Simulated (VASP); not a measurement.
Runs of VASP 6.6.1 on Sc. The structure is that of space group P6_3/mmc (No. 194), or close to it. The cells are those of the table. 

| cell | gap on the mesh (eV) | pressure (GPa) |
| --- | --- | --- |
| a = 3.325, b = 3.325, c = 5.181 Å, angles 90.0, 90.0, 120.0°, 2 atoms | none | (a) |
| a = 3.194, b = 3.194, c = 4.872 Å, angles 90.0, 90.0, 120.0°, 2 atoms | none | 10.3 |
| a = 3.105, b = 3.105, c = 4.663 Å, angles 90.0, 90.0, 120.0°, 2 atoms | none | 20.4 |
| a = 3.255, b = 3.255, c = 4.992 Å, angles 90.0, 90.0, 120.0°, 2 atoms | none | 5.2 |

Alike in all rows: task single point; level r2SCAN; potentials or basis VASP PAW PBE potentials, release 64 (Sc_sv); no spin polarisation; k mesh 8 × 8 × 4; cutoff (eV) 520; smearing methfessel-paxton 0.05 eV.

Task: Estimate the missing entries.

Result: (a) 0.2.

Caveats: the PAW data sets were made with another functional, which shifts forces and pressure a little; the cell stands under pressure (at least some runs).

A gap of «none» marks levels without a gap at the run's occupations.
